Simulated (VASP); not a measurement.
# SiC (P6_3mc) in VASP: relaxation of cell and atoms with r2SCAN

Aim: the relaxation of cell and atoms of SiC with r2SCAN.

Everything below comes from runs of VASP 6.6.1. Logs are shortened: lines on timing, memory, paths and dates and some standing lists are left out, and cuts for length are marked.

## 1. The cell of the first run

It takes space group P6_3mc (No. 186, hexagonal). Conventional cell: a = 3.095 Å, b = 3.095 Å, c = 15.170 Å, α = 90.00°, β = 90.00°, γ = 120.00°. Si (site symmetry 3m) has 4 C at 1.90 Å within 2.5 Å. Within 2.5 Å of Si (site symmetry 3m) lie 4 C at 1.90 Å. Si (site symmetry 3m) has 4 C at 1.90 Å within 2.5 Å. Within 2.5 Å of C (site symmetry 3m) lie 4 Si at 1.90 Å. C (site symmetry 3m) has 4 Si at 1.90 Å within 2.5 Å. Within 2.5 Å of C (site symmetry 3m) lie 4 Si at 1.90 Å.

## 2. Relaxation of cell and atoms, r2SCAN

File POSCAR:

```
SiC
1.0
    3.0950005955      0.0000000000      0.0000000000
   -1.5475002978      2.6803491404      0.0000000000
    0.0000000000      0.0000000000     15.1700000000
Si C
6 6
Direct
    0.0000000000      0.0000000000      0.1250000000
    0.0000000000      0.0000000000      0.6250000000
    0.3333333333      0.6666666667      0.2917000000
    0.6666666667      0.3333333333      0.7917000000
    0.3333333333      0.6666666667      0.9583000000
    0.6666666667      0.3333333333      0.4583000000
    0.0000000000      0.0000000000      0.0000000000
    0.0000000000      0.0000000000      0.5000000000
    0.3333333333      0.6666666667      0.1667000000
    0.6666666667      0.3333333333      0.6667000000
    0.3333333333      0.6666666667      0.8333000000
    0.6666666667      0.3333333333      0.3333000000
```

File INCAR.step1:

```
SYSTEM = SiC
  PREC = Accurate
  ENCUT = 600
  ISMEAR = 0
  SIGMA = 0.02
  LREAL = .False.
  LASPH = .True.
  NELM = 80
  GGA = PE
  ALGO = Normal
  EDIFF = 1E-4
  LWAVE = .True.
  LCHARG = .False.
```

File INCAR.step2:

```
SYSTEM = SiC
  PREC = Accurate
  ENCUT = 600
  EDIFF = 1E-6
  ISMEAR = 0
  SIGMA = 0.02
  LREAL = .False.
  LASPH = .True.
  NELM = 80
  ALGO = Normal
  ISIF = 3
  LWAVE = .False.
  LCHARG = .False.
  METAGGA = R2SCAN
  LMIXTAU = .True.
  IBRION = 2
  NSW = 100
  EDIFFG = -0.005
  ISTART = 1
```

File KPOINTS:

```
regular mesh
0
Gamma
  12 12 2
  0 0 0
```

Potentials or basis: VASP PAW PBE potentials, release 64 (Si, C).

The run is started by

```bash
> cat potpaw_PBE.64/Si/POTCAR potpaw_PBE.64/C/POTCAR > POTCAR
> cp INCAR.step1 INCAR
> mpirun -np 1 vasp_std > vasp.out
> cp INCAR.step2 INCAR
> mpirun -np 1 vasp_std > vasp.out
```

OUTCAR:

```text
SYSTEM = SiC
   PREC = Accurate
   ENCUT = 600
   EDIFF = 1E-6
   ISMEAR = 0
   LREAL = .False.
   LASPH = .True.
   NELM = 80
   ISIF = 3
   METAGGA = R2SCAN
   IBRION = 2
   NSW = 100
   EDIFFG = -0.005
   ISTART = 1

 ion  position               nearest neighbor table
   1  0.000  0.000  0.125-   9 1.90   9 1.90   9 1.90   7 1.90   5 3.10   3 3.10   3 3.10   5 3.10
                             5 3.10   3 3.10
   2  0.000  0.000  0.625-  10 1.90  10 1.90  10 1.90   8 1.90   6 3.10   4 3.10   6 3.10   4 3.10
                             4 3.10   6 3.10
   3  0.333  0.667  0.292-  12 1.90  12 1.90  12 1.90   9 1.90   6 3.10   6 3.10   6 3.10   1 3.10
                             1 3.10   1 3.10
   4  0.667  0.333  0.792-  11 1.90  11 1.90  11 1.90  10 1.90   5 3.10   5 3.10   5 3.10   2 3.10
                             2 3.10   2 3.10
   5  0.333  0.667  0.958-   7 1.90   7 1.90   7 1.90  11 1.90   4 3.10   4 3.10   4 3.10   1 3.10
                             1 3.10   1 3.10
   6  0.667  0.333  0.458-   8 1.90   8 1.90   8 1.90  12 1.90   3 3.10   3 3.10   3 3.10   2 3.10
                             2 3.10   2 3.10
   7  0.000  0.000  0.000-   5 1.90   5 1.90   5 1.90   1 1.90
   8  0.000  0.000  0.500-   6 1.90   6 1.90   6 1.90   2 1.90
   9  0.333  0.667  0.167-   1 1.90   1 1.90   1 1.90   3 1.90
  10  0.667  0.333  0.667-   2 1.90   2 1.90   2 1.90   4 1.90
  11  0.333  0.667  0.833-   4 1.90   4 1.90   4 1.90   5 1.90
  12  0.667  0.333  0.333-   3 1.90   3 1.90   3 1.90   6 1.90

  LATTYP: Found a hexagonal cell.
 ALAT       =     3.0950005955
 C/A-ratio  =     4.9014530149

  Lattice vectors:

 A1 = (   3.0950005955,   0.0000000000,   0.0000000000)
 A2 = (  -1.5475002978,   2.6803491404,   0.0000000000)
 A3 = (   0.0000000000,   0.0000000000,  15.1700000000)

Analysis of symmetry for initial positions (statically):
=====================================================================
 Subroutine PRICEL returns:
 Original cell was already a primitive cell.

 Routine SETGRP: Setting up the symmetry group for a
 hexagonal supercell.

 Subroutine GETGRP returns: Found 12 space group operations
 (whereof  6 operations were pure point group operations)
 out of a pool of 24 trial point group operations.

The static configuration has the point symmetry C_3v.
 The point group associated with its full space group is C_6v.

Analysis of symmetry for dynamics (positions and initial velocities):
=====================================================================
 Subroutine PRICEL returns:
 Original cell was already a primitive cell.

 Routine SETGRP: Setting up the symmetry group for a
 hexagonal supercell.

 Subroutine GETGRP returns: Found 12 space group operations
 (whereof  6 operations were pure point group operations)
 out of a pool of 24 trial point group operations.

The dynamic configuration has the point symmetry C_3v.
 The point group associated with its full space group is C_6v.

 Subroutine INISYM returns: Found 12 space group operations
 (whereof  6 operations are pure point group operations),
 and found     1 'primitive' translations

----------------------------------------------------------------------------------------

                                     Primitive cell

  volume of cell :     125.8455

  direct lattice vectors                    reciprocal lattice vectors
     3.095000596  0.000000000  0.000000000     0.323101715  0.186542862  0.000000000
    -1.547500298  2.680349140  0.000000000     0.000000000  0.373085724  0.000000000
     0.000000000  0.000000000 15.170000000     0.000000000  0.000000000  0.065919578

  length of vectors
     3.095000596  3.095000595 15.170000000     0.373085724  0.373085724  0.065919578

  position of ions in fractional coordinates (direct lattice)
     0.000000000  0.000000000  0.125000000
     0.000000000  0.000000000  0.625000000
     0.333333333  0.666666667  0.291700000
     0.666666667  0.333333333  0.791700000
     0.333333333  0.666666667  0.958300000
     0.666666667  0.333333333  0.458300000
     0.000000000  0.000000000  0.000000000
     0.000000000  0.000000000  0.500000000
     0.333333333  0.666666667  0.166700000
     0.666666667  0.333333333  0.666700000
     0.333333333  0.666666667  0.833300000
     0.666666667  0.333333333  0.333300000

  ion indices of the primitive-cell ions
   primitive index   ion index
                 1           1
                 2           2
                 3           3
                 4           4
                 5           5
                 6           6
                 7           7
                 8           8
                 9           9
                10          10
                11          11
                12          12

----------------------------------------------------------------------------------------

 KPOINTS: regular mesh

Automatic generation of k-mesh.
 Grid dimensions read from file:
 generate k-points for:   12   12    2

 Generating k-lattice:

  Cartesian coordinates                     Fractional coordinates (reciprocal lattice)
     0.026925143  0.015545239  0.000000000     0.083333333  0.000000000  0.000000000
     0.000000000  0.031090477  0.000000000     0.000000000  0.083333333  0.000000000
     0.000000000  0.000000000  0.032959789     0.000000000  0.000000000  0.500000000

  Length of vectors
     0.031090477  0.031090477  0.032959789

  Shift w.r.t. Gamma in fractional coordinates (k-lattice)
     0.000000000  0.000000000  0.000000000

 Subroutine IBZKPT returns following result:
 ===========================================

 Found     38 irreducible k-points:

 Following reciprocal coordinates:
            Coordinates               Weight
  0.000000  0.000000  0.000000      1.000000
  0.083333 -0.000000  0.000000      6.000000
  0.166667  0.000000  0.000000      6.000000
  0.250000  0.000000  0.000000      6.000000
  0.333333  0.000000  0.000000      6.000000
  0.416667  0.000000  0.000000      6.000000
[... 16 lines left out ...]
  0.250000  0.000000  0.500000      6.000000
  0.333333  0.000000  0.500000      6.000000
 [... further k-points ...]
   k-points           NKPTS =     38   k-points in BZ     NKDIM =     38   number of bands    NBANDS=     31
   number of dos      NEDOS =    301   number of ions     NIONS =     12
   total plane-waves  NPLWV =  98784
   dimension x,y,z NGX =    28 NGY =   28 NGZ =  126
   dimension x,y,z NGXF=    56 NGYF=   56 NGZF=  252
   ions per type =               6   6
   NGX,Y,Z   is equivalent  to a cutoff of  15.04, 15.04, 13.81 a.u.
   NGXF,Y,Z  is equivalent  to a cutoff of  30.08, 30.08, 27.62 a.u.
 SYSTEM =  SiC
   PREC   = accura    normal or accurate (medium, high low for compatibility)
   ISTART =      1    job   : 0-new  1-cont  2-samecut
   ICHARG =      0    charge: 1-file 2-atom 10-const
   ISPIN  =      1    spin polarized calculation?
   LNONCOLLINEAR =      F non collinear calculations
   LSORBIT =      F    spin-orbit coupling
   LASPH  =      T    aspherical Exc in radial PAW
   ENCUT  =  600.0 eV  44.10 Ry    6.64 a.u.   6.18  6.18 30.30*2*pi/ulx,y,z
   NELM   =     80;   NELMIN=  2; NELMDL=  0     # of ELM steps
   EDIFF  = 0.1E-05   stopping-criterion for ELM
   LREAL  =      F    real-space projection
   EDIFFG = -.5E-02   stopping-criterion for IOM
   NSW    =    100    number of steps for IOM
   IBRION =      2    ionic relax: 0-MD 1-quasi-New 2-CG
   NFREE  =      1    steps in history (QN), initial steepest desc. (CG)
   ISIF   =      3    stress and relaxation
   ISYM   =      2    0-nonsym 1-usesym 2-fastsym
   POTIM  = 0.5000    time-step for ionic-motion
   TEBEG  =    0.0;   TEEND  =   0.0 temperature during run
   PSTRESS=    0.0 pullay stress
   NELECT =      48.0000    total number of electrons
   NUPDOWN=      -1.0000    fix difference up-down
   EMIN   =  10.00;   EMAX   =-10.00  energy-range for DOS
   EFERMI =   0.00;   METHOD = LEGACY
   ISMEAR =     0;   SIGMA  =   0.02  broadening in eV -4-tet -1-fermi 0-gaus
   EFERMI_NEDOS =   21; number of points for ismear=-14 and -15
   IALGO  =     38    algorithm
   IMIX   =      4    mixing-type and parameters
     AMIX     =   0.40;   BMIX     =  1.00
     AMIX_MAG =   1.60;   BMIX_MAG =  1.00
  volume/ion in A,a.u.               =      10.49        70.77
  Fermi-wavevector in a.u.,A,eV,Ry     =   1.187251  2.243580 19.178307  1.409566
  Thomas-Fermi vector in A             =   2.323407
   LORBIT       =      0    0 simple, 1 ext, 2 COOP (PROOUT), +10 PAW based schemes
   METAGGA = R2SCAN    functional components
   LHFCALC =     F    Hartree Fock is set to
   AEXX    =    0.0000 exact exchange contribution
   IVDW    =     0    specifies the selected vdW correction
   LEPSILON=     F    determine dielectric tensor
   LRPA    =     F    only Hartree local field effects (RPA)
 conjugate gradient relaxation of ions
 non-spin polarized calculation
 Gauss-broadening in eV      SIGMA  =   0.02
  energy-cutoff  :      600.00
  volume of cell :      125.85
 maximum number of plane-waves:      4225
 NGX is ok and might be reduce to    28
   NGX = 13   NGY = 13   NGZ = 61

--------------------------------------- Ionic step        1  -------------------------------------------

 number of electron      47.9999999 magnetization

 Free energy of the ion-electron system (eV)
  ---------------------------------------------------
  ext. energy  EPLUGINS =         0.00000000
  ---------------------------------------------------
  free energy    TOTEN  =      -115.95424215 eV

  energy without entropy =     -115.95424215  energy(sigma->0) =     -115.95424215

------------------------ aborting loop because EDIFF is reached ----------------------------------------

  FORCE on cell =-STRESS in cart. coord.  units (eV):
  Direction    XX          YY          ZZ          XY          YZ          ZX
  --------------------------------------------------------------------------------------
  -------------------------------------------------------------------------------------
  Total       -3.0751536     -3.0751536     -2.4021603      0.0000000      0.0000000      0.0000000
  in kB      -39.1507161    -39.1507161    -30.5826340      0.0000000      0.0000000      0.0000000
  external PRESSURE =     -36.2946888 kB  Pullay stress =       0.0000000 kB
[... 307 lines left out ...]
  energy  without entropy=     -115.9789854410  energy(sigma->0) =     -115.97898544

--------------------------------------- Ionic step        8  -------------------------------------------

 number of electron      47.9999998 magnetization

 Free energy of the ion-electron system (eV)
  ---------------------------------------------------
  ext. energy  EPLUGINS =         0.00000000
  ---------------------------------------------------
  free energy    TOTEN  =      -115.97899723 eV

  energy without entropy =     -115.97899723  energy(sigma->0) =     -115.97899723

 E-fermi :   8.2184     XC(G=0): -11.9454

 val. band max:        8.0623929749   @ k =   0.0000   0.0000   0.0000
 cond. band min:      10.4613336018   @ k =   0.5000   0.0000   0.0000
 fundamental gap:      2.3989406269
 Fermi energy:         8.2183583545

 k-point     1 :       0.0000    0.0000    0.0000
  band No.  band energies     occupation
      1      -8.1957      2.00000
      2      -7.6544      2.00000
      3      -7.6177      2.00000
      4      -6.0777      2.00000
      5      -6.0465      2.00000
      6      -4.5599      2.00000
[... 805 lines left out ...]
     30      13.9246      0.00000
     31      14.7364      0.00000

 [... further k-points ...]

------------------------ aborting loop because EDIFF is reached ----------------------------------------

  FORCE on cell =-STRESS in cart. coord.  units (eV):
  Direction    XX          YY          ZZ          XY          YZ          ZX
  --------------------------------------------------------------------------------------
  -------------------------------------------------------------------------------------
  Total        0.0075579      0.0075579      0.0012737     -0.0000000      0.0000000      0.0000000
  in kB        0.0978199      0.0978199      0.0164849     -0.0000000      0.0000000      0.0000000
  external PRESSURE =       0.0707082 kB  Pullay stress =       0.0000000 kB
[... 27 lines left out ...]
  FREE ENERGIE OF THE ION-ELECTRON SYSTEM (eV)
  ---------------------------------------------------
  free  energy   TOTEN  =      -115.9789972316 eV

  energy  without entropy=     -115.9789972316  energy(sigma->0) =     -115.97899723

 reached required accuracy - stopping structural energy minimisation
```

Wall time 1.5 h (1 thread of Oxide Virtual Turin-like, shared host); peak memory 0.38 GiB.

What came out:

```
Free energy                           : -115.9790 eV
Relaxed volume                        : 10.32 Å³/atom
Relaxed cell                          : a = 3.077 Å, b = 3.077 Å, c = 15.099 Å, α = 90.00°, β = 90.00°, γ = 120.00°
Space group after relaxing (to 0.1 Å) : P6_3mc (No. 186)
Energy gained by relaxing             : 2.1 meV/atom
Ionic steps                           : 8
Pressure after relaxing               : 0.0 GPa
Band gap on the k mesh                : 2.40 eV (least direct gap 3.56 eV)
```

Step by step:
```tsv
step	energy change (eV)	largest force (eV/Å)	pressure (GPa)	volume (Å³)
1	0.0000	0.1492	-3.63	125.85
2	0.0057	0.1285	4.27	121.57
3	-0.0246	0.0294	-0.07	123.79
4	-0.0246	0.0314	0.07	123.75
5	-0.0247	0.0121	0.08	123.74
6	-0.0247	0.0129	0.08	123.74
7	-0.0247	0.0092	-0.07	123.83
8	-0.0248	0.0006	0.01	123.79
```

Final structure:
```cif
data_structure
_symmetry_space_group_name_H-M 'P 1'
_symmetry_Int_Tables_number 1
_cell_length_a 3.0768
_cell_length_b 3.0768
_cell_length_c 15.0990
_cell_angle_alpha 90.000
_cell_angle_beta 90.000
_cell_angle_gamma 120.000
_cell_volume 123.79
loop_
_atom_site_label
_atom_site_type_symbol
_atom_site_fract_x
_atom_site_fract_y
_atom_site_fract_z
_atom_site_occupancy
Si1 Si 0.00000 0.00000 0.12504 1
Si2 Si 0.00000 0.00000 0.62504 1
Si3 Si 0.33333 0.66667 0.29182 1
Si4 Si 0.66667 0.33333 0.79182 1
Si5 Si 0.33333 0.66667 0.95830 1
Si6 Si 0.66667 0.33333 0.45830 1
C1 C 0.00000 0.00000 0.99969 1
C2 C 0.00000 0.00000 0.49969 1
C3 C 0.33333 0.66667 0.16685 1
C4 C 0.66667 0.33333 0.66685 1
C5 C 0.33333 0.66667 0.83331 1
C6 C 0.66667 0.33333 0.33331 1
```

Levels at points of the mesh, in eV from the valence-band top:
```
           k point  band 22  band 23  band 24  band 25  band 26  band 27
(0.00, 0.00, 0.00)    -0.04     0.00     0.00     5.77     5.95     6.36
(0.50, 0.00, 0.00)    -1.87    -1.72    -1.16     2.40     2.62     3.68
(0.00, 0.00, 0.50)    -0.10    -0.10    -0.10     5.84     5.84     6.59
(0.50, 0.00, 0.50)    -1.79    -1.37    -1.37     2.46     2.46     3.89
```

Caveat: the PAW data sets were made with another functional, which shifts forces and pressure a little.
